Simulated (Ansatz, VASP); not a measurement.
## Two plane-wave programs on SiNi

Contents of INCAR:

```
SYSTEM = SiNi
ALGO = Normal
EDIFF = 1E-7
ENCUT = 520
GGA = PS
ISIF = 2
ISMEAR = 0
LASPH = .TRUE.
LCHARG = .FALSE.
LREAL = .FALSE.
LWAVE = .FALSE.
NBANDS = 38
NELM = 80
PREC = Accurate
SIGMA = 0.15
```

Contents of KPOINTS:

```
k-points
0
G
  10 10 10
  0 0 0
```

The input POSCAR:

```
SiNi
1.0
    4.8254151678      0.0000000000      0.0000000000
    0.0000000000      4.8254151678      0.0000000000
    0.0000000000      0.0000000000      4.1105388466
Si Ni
4 4
Direct
    0.8464645187      0.8464645187      0.8464645187
    0.6535354813      0.1535354813      0.3464645187
    0.3464645187      0.6535354813      0.1535354813
    0.1535354813      0.3464645187      0.6535354813
    0.1489904732      0.1489904732      0.1489904732
    0.3510095268      0.8510095268      0.6489904732
    0.6489904732      0.3510095268      0.8510095268
    0.8510095268      0.6489904732      0.3510095268
```

Input for Ansatz:

```yaml
crystal:
  lattice:
    - [4.8254151678, 0.0, 0.0]
    - [0.0, 4.8254151678, 0.0]
    - [0.0, 0.0, 4.1105388466]
  atoms:
    - { symbol: Si, position: [0.8464645187, 0.8464645187, 0.8464645187] }
    - { symbol: Si, position: [0.6535354813, 0.1535354813, 0.3464645187] }
    - { symbol: Si, position: [0.3464645187, 0.6535354813, 0.1535354813] }
    - { symbol: Si, position: [0.1535354813, 0.3464645187, 0.6535354813] }
    - { symbol: Ni, position: [0.1489904732, 0.1489904732, 0.1489904732] }
    - { symbol: Ni, position: [0.3510095268, 0.8510095268, 0.6489904732] }
    - { symbol: Ni, position: [0.6489904732, 0.3510095268, 0.8510095268] }
    - { symbol: Ni, position: [0.8510095268, 0.6489904732, 0.3510095268] }
basis:
  ecutwfc: 420
kpoints:
  mp_grid: { grid: [10, 10, 10] }
hamiltonian:
  xc: pbesol
scf:
  occupations: { method: gaussian, width: 0.15 }
output:
  forces: true
  stress: true
  eigenvalues: true
```

Change from the starting cell: strain +0.080 along x and y, -0.080 along z, atoms carried along.

Alike in both runs: task single point; functional PBEsol; k mesh 10 × 10 × 10; occupations gaussian, width 0.15 eV; no spin polarisation.

|  | VASP | Ansatz |
| --- | --- | --- |
| version | VASP 6.6.1 | Ansatz 0.2.0 |
| potentials or method | VASP PAW PBE potentials, release 64 (Si, Ni), cutoff 520 eV | scalar-relativistic, plane waves, PAW |
| valence electrons in the cell | 56 | 88 |

Ansatz gave:

```
gap on the k mesh at the Fermi level (eV)                     : none
pressure (GPa)                                                : -7.7
traceless stress, the component that is largest in VASP (GPa) : 14.25
rms of the force components (eV/Å)                            : 0.266
```

Task: Estimate VASP's values.

Result: gap on the k mesh at the Fermi level (eV): none; pressure (GPa): -7.5; traceless stress, the component that is largest in VASP (GPa): 14.43; rms of the force components (eV/Å): 0.268.

VASP's potentials were made for PBE, not for PBEsol. Atom by atom the forces differ by 0.006 eV/Å (rms over components). A gap of «none» marks a metal or a gap that the smearing closes. VASP's potentials hold 56 valence electrons a cell and Ansatz's 88, so a difference there can come from the potentials and not from the codes.
